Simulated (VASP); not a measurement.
# Al (Cmcm) in VASP: further runs

The runs below take Al through single point, with PBEsol+D3(BJ).

All numbers are computed with VASP 6.6.1; they aren't measurements. Logs are shortened: lines on timing, memory, paths and dates and some standing lists are left out, and cuts for length are marked.

### Step 1. The cell of the first run

The structure is orthorhombic, space group Cmcm (No. 63). The conventional cell has a = 2.756 Å, b = 4.969 Å, c = 4.867 Å, α = 90.00°, β = 90.00°, γ = 90.00°. Within 3.6 Å of Al (site symmetry m2m) lie 12 Al at 2.76 to 2.94 Å.

### Step 2. Single point, PBEsol+D3(BJ) (strain -0.0200 x Voigt [1, -1, 0, 0, 0, 0])

File INCAR:

```
ALGO = Fast ; EDIFF = 1E-6
ENCUT = 520 ; GGA = PS
ISIF = 2 ; ISMEAR = 0
IVDW = 12 ; LASPH = True
LCHARG = False ; LREAL = False
LWAVE = False ; NBANDS = 10
NELM = 80 ; PREC = Accurate
SIGMA = 0.15
```

File KPOINTS:

```
k-points
0
Gamma
  18 18 10
```

File POSCAR:

```
Al
1.0
    2.7562062445      0.0000000000      0.0000000000
   -1.3781031222      2.4843709370      0.0000000000
    0.0000000000      0.0000000000      4.8668500000
Al
2
Direct
    0.6666666667      0.3333333333      0.7500000000
    0.3333333333      0.6666666667      0.2500000000
```

Potentials or basis: VASP PAW PBE potentials, release 64 (Al).

Launch:

```console
$ cat potpaw_PBE.64/Al/POTCAR > POTCAR
$ mpirun -np 1 vasp_std > vasp.out
```

OUTCAR:

```text
EDIFF = 1E-6
   ENCUT = 520
   GGA = PS
   ISIF = 2
   ISMEAR = 0
   IVDW = 12
   LASPH = True
   LREAL = False
   NELM = 80
   PREC = Accurate
 IVDW          = 12

 ion  position               nearest neighbor table
   1  0.667  0.333  0.750-   2 2.92   2 2.92   2 2.92   2 2.92   2 2.94   2 2.94
   2  0.333  0.667  0.250-   1 2.92   1 2.92   1 2.92   1 2.92   1 2.94   1 2.94

  LATTYP: Found a base centered orthorhombic cell.
 ALAT       =     2.7562062445
 B/A-ratio  =     1.8027467589
 C/A-ratio  =     1.7657785986

  Lattice vectors:

 A1 = (   1.3781031222,  -2.4843709370,   0.0000000000)
 A2 = (   1.3781031223,   2.4843709370,   0.0000000000)
 A3 = (   0.0000000000,   0.0000000000,   4.8668500000)

Analysis of symmetry for initial positions (statically):
=====================================================================
 Subroutine PRICEL returns:
 Original cell was already a primitive cell.

 Routine SETGRP: Setting up the symmetry group for a
 base centered orthorhombic supercell.

 Subroutine GETGRP returns: Found  8 space group operations
 (whereof  4 operations were pure point group operations)
 out of a pool of  8 trial point group operations.

The static configuration has the point symmetry C_2h.
 The point group associated with its full space group is D_2h.

Analysis of symmetry for dynamics (positions and initial velocities):
=====================================================================
 Subroutine PRICEL returns:
 Original cell was already a primitive cell.

 Routine SETGRP: Setting up the symmetry group for a
 base centered orthorhombic supercell.

 Subroutine GETGRP returns: Found  8 space group operations
 (whereof  4 operations were pure point group operations)
 out of a pool of  8 trial point group operations.

The dynamic configuration has the point symmetry C_2h.
 The point group associated with its full space group is D_2h.

 Subroutine INISYM returns: Found  8 space group operations
 (whereof  4 operations are pure point group operations),
 and found     1 'primitive' translations

----------------------------------------------------------------------------------------

                                     Primitive cell

  volume of cell :      33.3255

  direct lattice vectors                    reciprocal lattice vectors
     2.756206244  0.000000000  0.000000000     0.362817551  0.201258191  0.000000000
    -1.378103122  2.484370937  0.000000000     0.000000000  0.402516382  0.000000000
     0.000000000  0.000000000  4.866850000     0.000000000  0.000000000  0.205471712

  length of vectors
     2.756206244  2.840997566  4.866850000     0.414899307  0.402516382  0.205471712

  position of ions in fractional coordinates (direct lattice)
     0.666666667  0.333333333  0.750000000
     0.333333333  0.666666667  0.250000000

  ion indices of the primitive-cell ions
   primitive index   ion index
                 1           1
                 2           2

----------------------------------------------------------------------------------------

 KPOINTS: k-points

Automatic generation of k-mesh.
 Grid dimensions read from file:
 generate k-points for:   18   18   10

 Generating k-lattice:

  Cartesian coordinates                     Fractional coordinates (reciprocal lattice)
     0.020156531  0.011181011  0.000000000     0.055555556 -0.000000000  0.000000000
     0.000000000  0.022362021  0.000000000     0.000000000  0.055555556  0.000000000
     0.000000000  0.000000000  0.020547171     0.000000000  0.000000000  0.100000000

  Length of vectors
     0.023049961  0.022362021  0.020547171

  Shift w.r.t. Gamma in fractional coordinates (k-lattice)
     0.000000000  0.000000000  0.000000000

 Subroutine IBZKPT returns following result:
 ===========================================

 Found    546 irreducible k-points:

 Following reciprocal coordinates:
            Coordinates               Weight
  0.000000  0.000000  0.000000      1.000000
  0.055556 -0.000000  0.000000      4.000000
  0.111111 -0.000000  0.000000      4.000000
  0.166667 -0.000000  0.000000      4.000000
  0.222222 -0.000000  0.000000      4.000000
  0.277778 -0.000000  0.000000      4.000000
[... 16 lines left out ...]
 -0.333333  0.055556  0.000000      4.000000
 -0.277778  0.055556  0.000000      4.000000
 [... further k-points ...]
   k-points           NKPTS =    546   k-points in BZ     NKDIM =    546   number of bands    NBANDS=     10
   number of dos      NEDOS =    301   number of ions     NIONS =      2
   total plane-waves  NPLWV =  17280
   dimension x,y,z NGX =    20 NGY =   24 NGZ =   36
   dimension x,y,z NGXF=    40 NGYF=   48 NGZF=   72
   ions per type =               2
   NGX,Y,Z   is equivalent  to a cutoff of  12.06, 14.04, 12.30 a.u.
   NGXF,Y,Z  is equivalent  to a cutoff of  24.13, 28.09, 24.59 a.u.
 SYSTEM =  unknown system
   PREC   = accura    normal or accurate (medium, high low for compatibility)
   ISTART =      0    job   : 0-new  1-cont  2-samecut
   ICHARG =      2    charge: 1-file 2-atom 10-const
   ISPIN  =      1    spin polarized calculation?
   LNONCOLLINEAR =      F non collinear calculations
   LSORBIT =      F    spin-orbit coupling
   LASPH  =      T    aspherical Exc in radial PAW
   ENCUT  =  520.0 eV  38.22 Ry    6.18 a.u.   5.12  5.28  9.05*2*pi/ulx,y,z
   NELM   =     80;   NELMIN=  2; NELMDL= -5     # of ELM steps
   EDIFF  = 0.1E-05   stopping-criterion for ELM
   LREAL  =      F    real-space projection
   EDIFFG = 0.1E-04   stopping-criterion for IOM
   NSW    =      0    number of steps for IOM
   IBRION =     -1    ionic relax: 0-MD 1-quasi-New 2-CG
   NFREE  =      0    steps in history (QN), initial steepest desc. (CG)
   ISIF   =      2    stress and relaxation
   ISYM   =      2    0-nonsym 1-usesym 2-fastsym
   POTIM  = 0.5000    time-step for ionic-motion
   TEBEG  =    0.0;   TEEND  =   0.0 temperature during run
   PSTRESS=    0.0 pullay stress
   NELECT =       6.0000    total number of electrons
   NUPDOWN=      -1.0000    fix difference up-down
   EMIN   =  10.00;   EMAX   =-10.00  energy-range for DOS
   EFERMI =   0.00;   METHOD = LEGACY
   ISMEAR =     0;   SIGMA  =   0.15  broadening in eV -4-tet -1-fermi 0-gaus
   EFERMI_NEDOS =   21; number of points for ismear=-14 and -15
   IALGO  =     68    algorithm
   IMIX   =      4    mixing-type and parameters
     AMIX     =   0.40;   BMIX     =  1.00
     AMIX_MAG =   1.60;   BMIX_MAG =  1.00
  volume/ion in A,a.u.               =      16.66       112.45
  Fermi-wavevector in a.u.,A,eV,Ry     =   0.924414  1.746889 11.626741  0.854541
  Thomas-Fermi vector in A             =   2.050157
   LORBIT       =      0    0 simple, 1 ext, 2 COOP (PROOUT), +10 PAW based schemes
   GGA     = PS    functional components
   LHFCALC =     F    Hartree Fock is set to
   AEXX    =    0.0000 exact exchange contribution
   IVDW    =    12    specifies the selected vdW correction
   LEPSILON=     F    determine dielectric tensor
   LRPA    =     F    only Hartree local field effects (RPA)
 non-spin polarized calculation
 RMM-DIIS sequential band-by-band and
 Gauss-broadening in eV      SIGMA  =   0.15
  energy-cutoff  :      520.00
  volume of cell :       33.33
 maximum number of plane-waves:       912
   NGX = 11   NGY = 11   NGZ = 19

 number of electron       6.0000000 magnetization

 Free energy of the ion-electron system (eV)
  ---------------------------------------------------
  ext. energy  EPLUGINS =         0.00000000
  ---------------------------------------------------
  free energy    TOTEN  =        -8.10540117 eV

  energy without entropy =       -8.09574265  energy(sigma->0) =       -8.10057191

 E-fermi :   7.8147     XC(G=0): -10.2201

 val. band max:        7.8095616621   @ k =   0.2222   0.2778   0.5000
 cond. band min:       7.8148731856   @ k =   0.1111   0.2778   0.3000
 fundamental gap:      0.0053115234
 Fermi energy:         7.8146613747

 k-point     1 :       0.0000    0.0000    0.0000
  band No.  band energies     occupation
      1      -3.2199      2.00000
      2       2.7831      2.00000
      3       3.0110      2.00000
      4      18.5745      0.00000
      5      18.8670      0.00000
      6      19.1461      0.00000
      7      19.7603      0.00000
      8      20.0736      0.00000
      9      20.1977      0.00000
     10      22.5543      0.00000

 k-point     2 :       0.0556   -0.0000    0.0000
  band No.  band energies     occupation
      1      -3.1413      2.00000
      2       2.8601      2.00000
      3       3.0844      2.00000
      4      17.7152      0.00000
      5      17.9095      0.00000
      6      18.9248      0.00000
      7      20.0581      0.00000
      8      20.2427      0.00000
      9      20.4700      0.00000
     10      22.3471      0.00000

 k-point     3 :       0.1111   -0.0000    0.0000
  band No.  band energies     occupation
      1      -2.9058      2.00000
      2       3.0905      2.00000
      3       3.3045      2.00000
      4      15.7748      0.00000
      5      16.8115      0.00000
      6      18.3546      0.00000
      7      19.8475      0.00000
      8      20.3155      0.00000
      9      21.2706      0.00000
     10      21.6627      0.00000

 k-point     4 :       0.1667   -0.0000    0.0000
  band No.  band energies     occupation
      1      -2.5141      2.00000
      2       3.4715      2.00000
      3       3.6714      2.00000
      4      13.6487      0.00000
      5      15.9721      0.00000
      6      17.4929      0.00000
      7      18.8099      0.00000
      8      19.3181      0.00000
      9      20.7319      0.00000
     10      20.9259      0.00000
[... 222 lines left out ...]
 k-point    22 :      -0.3889    0.0556    0.0000
  band No.  band energies     occupation
      1       0.1458      2.00000
      2       5.7681      2.00000
      3       6.1895      2.00000
      4       7.2334      2.00000
      5      12.3311      0.00000
      6      12.7692      0.00000
      7      13.3850      0.00000
      8      16.8258      0.00000
      9      18.3657      0.00000
     10      18.9583      0.00000

 k-point    23 :      -0.3333    0.0556    0.0000
  band No.  band energies     occupation
      1      -0.7817      2.00000
      2       5.0992      2.00000
      3       5.3071      2.00000
      4       8.7710      0.00000
      5      13.3651      0.00000
      6      14.4120      0.00000
      7      14.5034      0.00000
      8      17.1841      0.00000
      9      18.7664      0.00000
     10      19.4727      0.00000

 k-point    24 :      -0.2778    0.0556    0.0000
  band No.  band energies     occupation
      1      -1.5605      2.00000
      2       4.3841      2.00000
      3       4.5694      2.00000
      4      10.6167      0.00000
      5      14.1086      0.00000
      6      15.9221      0.00000
      7      16.3605      0.00000
      8      17.6851      0.00000
      9      19.2721      0.00000
     10      20.1320      0.00000

 [... further k-points ...]

------------------------ aborting loop because EDIFF is reached ----------------------------------------

 Edisp (eV)   -0.62851

 E8    (eV) :    -0.4232

  FORCE on cell =-STRESS in cart. coord.  units (eV):
  Direction    XX          YY          ZZ          XY          YZ          ZX
  --------------------------------------------------------------------------------------
  -------------------------------------------------------------------------------------
  Total      -0.43419    -0.96300    -1.25922    -0.00000    -0.00000     0.00000
  in kB     -20.87431   -46.29786   -60.53906    -0.00000    -0.00000     0.00000
  external pressure =      -42.57 kB  Pullay stress =        0.00 kB

 VOLUME and BASIS-vectors are now :
 -----------------------------------------------------------------------------
  energy-cutoff  :      520.00
  volume of cell :       33.33
      direct lattice vectors                 reciprocal lattice vectors
     2.756206244  0.000000000  0.000000000     0.362817551  0.201258191  0.000000000
    -1.378103122  2.484370937  0.000000000     0.000000000  0.402516382  0.000000000
     0.000000000  0.000000000  4.866850000     0.000000000  0.000000000  0.205471712

 POSITION                                       TOTAL-FORCE (eV/Angst)
 -----------------------------------------------------------------------------------
      1.37810      0.82812      3.65014         0.000000      0.002843      0.000000
     -0.00000      1.65625      1.21671        -0.000000     -0.002843     -0.000000
 -----------------------------------------------------------------------------------
    total drift:                                0.000000     -0.000000     -0.000000

  FREE ENERGIE OF THE ION-ELECTRON SYSTEM (eV)
  ---------------------------------------------------
  free  energy   TOTEN  =        -8.7339065228 eV

  energy  without entropy=       -8.7242480005  energy(sigma->0) =       -8.72907726
```

It took 2 min on 1 thread of Intel Xeon Platinum 8259CL at 2.50GHz (Skylake/Cascade Lake), shared host; peak memory 0.26 GiB.

Results:

```yaml
Free_energy: -8.7339 eV
Pressure: -4.3 GPa
Band_gap_on_the_k_mesh: zero (bands 3 and 4 overlap by 7.09 eV)
Dispersion_energy_per_atom: -0.314 eV
```

Forces on the atoms (eV/Å):
```
Al   0.000  0.003  0.000
Al   0.000 -0.003  0.000
```

Caveat: the cell differs from its parent crystal (strain -0.0200 x Voigt [1, -1, 0, 0, 0, 0]); the cell stands under tension; the PAW data sets were made with another functional, which shifts forces and pressure a little.

### Step 3. Single point, PBEsol+D3(BJ) (strain +0.0150 x Voigt [1, -1, 0, 0, 0, 0])

File INCAR:

```
SYSTEM = Al
PREC = Accurate
ENCUT = 520
EDIFF = 1E-7
ISMEAR = 0
SIGMA = 0.15
LREAL = .FALSE.
LASPH = .TRUE.
NELM = 100
ALGO = Fast
ISIF = 2
LWAVE = .FALSE.
LCHARG = .FALSE.
GGA = PS
IVDW = 12
NBANDS = 10
```

File KPOINTS:

```
Automatic mesh
0
G
  18 18 10
  0 0 0
```

File POSCAR:

```
Al
1.0
    2.8546421818      0.0000000000      0.0000000000
   -1.4273210909      2.3991229147      0.0000000000
    0.0000000000      0.0000000000      4.8668500000
Al
2
Direct
    0.6666666667      0.3333333333      0.7500000000
    0.3333333333      0.6666666667      0.2500000000
```

Potentials or basis: VASP PAW PBE potentials, release 64 (Al).

Launch:

```console
$ cat potpaw_PBE.64/Al/POTCAR > POTCAR
$ mpirun -np 1 vasp_std > vasp.out
```

OUTCAR:

```text
SYSTEM = Al
   PREC = Accurate
   ENCUT = 520
   EDIFF = 1E-7
   ISMEAR = 0
   LREAL = .FALSE.
   LASPH = .TRUE.
   NELM = 100
   ISIF = 2
   GGA = PS
   IVDW = 12
 IVDW          = 12

 ion  position               nearest neighbor table
   1  0.667  0.333  0.750-   2 2.91   2 2.91   2 2.93   2 2.93   2 2.93   2 2.93
   2  0.333  0.667  0.250-   1 2.91   1 2.91   1 2.93   1 2.93   1 2.93   1 2.93

  Warning from LATTYP: Monoclinic adjustment (A1->A3, A2->A1, A3->A2)!
  LATTYP: Found a base centered orthorhombic cell.
 ALAT       =     2.8546421818
 B/A-ratio  =     1.6808571876
 C/A-ratio  =     1.7048896815

  Lattice vectors:

[... 505 lines left out ...]
 Edisp (eV)   -0.62840

 E8    (eV) :    -0.4232

  FORCE on cell =-STRESS in cart. coord.  units (eV):
  Direction    XX          YY          ZZ          XY          YZ          ZX
  --------------------------------------------------------------------------------------
  -------------------------------------------------------------------------------------
  Total      -0.89667    -0.53318    -1.24563     0.00000     0.00000     0.00000
  in kB     -43.10134   -25.62913   -59.87509     0.00000     0.00000     0.00000
  external pressure =      -42.87 kB  Pullay stress =        0.00 kB

 VOLUME and BASIS-vectors are now :
 -----------------------------------------------------------------------------
  energy-cutoff  :      520.00
  volume of cell :       33.33
      direct lattice vectors                 reciprocal lattice vectors
     2.854642182  0.000000000  0.000000000     0.350306601  0.208409497  0.000000000
    -1.427321091  2.399122915  0.000000000     0.000000000  0.416818994  0.000000000
     0.000000000  0.000000000  4.866850000     0.000000000  0.000000000  0.205471712

 POSITION                                       TOTAL-FORCE (eV/Angst)
 -----------------------------------------------------------------------------------
      1.42732      0.79971      3.65014         0.000000      0.000483      0.000000
     -0.00000      1.59942      1.21671         0.000000     -0.000483     -0.000000
 -----------------------------------------------------------------------------------
    total drift:                                0.000000     -0.000000     -0.000000

  FREE ENERGIE OF THE ION-ELECTRON SYSTEM (eV)
  ---------------------------------------------------
  free  energy   TOTEN  =        -8.7363716106 eV

  energy  without entropy=       -8.7265883472  energy(sigma->0) =       -8.73147998
```

stdout:

```text
POSCAR found type information on POSCAR Al
 POSCAR found :  1 types and       2 ions
 scaLAPACK will be used
 -----------------------------------------------------------------------------
|                                                                             |
|                                                                             |
|     You enforced a specific xc type in the INCAR file but a different       |
|     I HOPE YOU KNOW WHAT YOU ARE DOING!                                     |
|                                                                             |
 -----------------------------------------------------------------------------

 LDA part: xc-table for (Slater+PW92), standard interpolation
 POSCAR, INCAR and KPOINTS ok, starting setup
 FFT: planning ... GRIDC
 FFT: planning ... GRID_SOFT
 FFT: planning ... GRID
 WAVECAR not read
 entering main loop
```

Run time: 2.4 min. Hardware: 1 thread of Intel Xeon Platinum 8259CL at 2.50GHz (Skylake/Cascade Lake), shared host; peak memory 0.27 GiB.

Results:

* Free energy: -8.7364 eV
* Pressure: -4.3 GPa
* Band gap on the k mesh: zero (bands 3 and 4 overlap by 6.82 eV)
* Dispersion energy per atom: -0.314 eV

Stress tensor (GPa, compression positive):
```
-4.31  0.00  0.00
 0.00 -2.56  0.00
 0.00  0.00 -5.99
```

Caveat: the cell differs from its parent crystal (strain +0.0150 x Voigt [1, -1, 0, 0, 0, 0]); the cell stands under tension; the PAW data sets were made with another functional, which shifts forces and pressure a little.

(Part 1 of 2 ends here.)
